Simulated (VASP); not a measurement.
Write the native input for VASP 6.6.1 that does the following.

* Task: single point
* Functional: PBE
* Potentials or basis: VASP PAW PBE potentials, release 64 (Hg, H)
* Cutoff: 520 eV
* k mesh: 8 × 8 × 8
* Occupations: gaussian, width 0.1 eV
* Spin: no spin polarisation
* Dipole correction: no
* Further INCAR settings: ALGO = Normal; EDIFF = 1e-07; NBANDS = 16

The structure of HgH3 lies in POSCAR:

```
HgH3
1.0
   -1.6943740201      1.6943740201      3.7848354735
    1.6943740201     -1.6943740201      3.7848354735
    1.6943740201      1.6943740201     -3.7848354735
Hg H
1 3
Direct
    0.0000000000      0.0000000000      0.0000000000
    0.5000000000      0.5000000000      0.0000000000
    0.2500000000      0.7500000000      0.5000000000
    0.7500000000      0.2500000000      0.5000000000
```

The input as run:

INCAR

```
SYSTEM = HgH3
  PREC = Accurate
  ENCUT = 520
  EDIFF = 1E-7
  ISMEAR = 0
  SIGMA = 0.1
  LREAL = .FALSE.
  LASPH = .TRUE.
  NELM = 100
  ALGO = Normal
  ISIF = 2
  LWAVE = .FALSE.
  LCHARG = .FALSE.
  GGA = PE
  NBANDS = 16
```

KPOINTS

```
Automatic mesh
0
G
  8 8 8
  0 0 0
```

Potentials or basis: VASP PAW PBE potentials, release 64 (Hg, H).

Run with:

```console
$ cat potpaw_PBE.64/Hg/POTCAR potpaw_PBE.64/H/POTCAR > POTCAR
$ mpirun -np 1 vasp_std > vasp.out
```

Results of the run:

The pressure is -10.9 GPa.

It took 32 s on 1 thread of Intel(R) Xeon(R) 6975P-C (Granite Rapids) (shared host), peak memory 0.21 GiB.
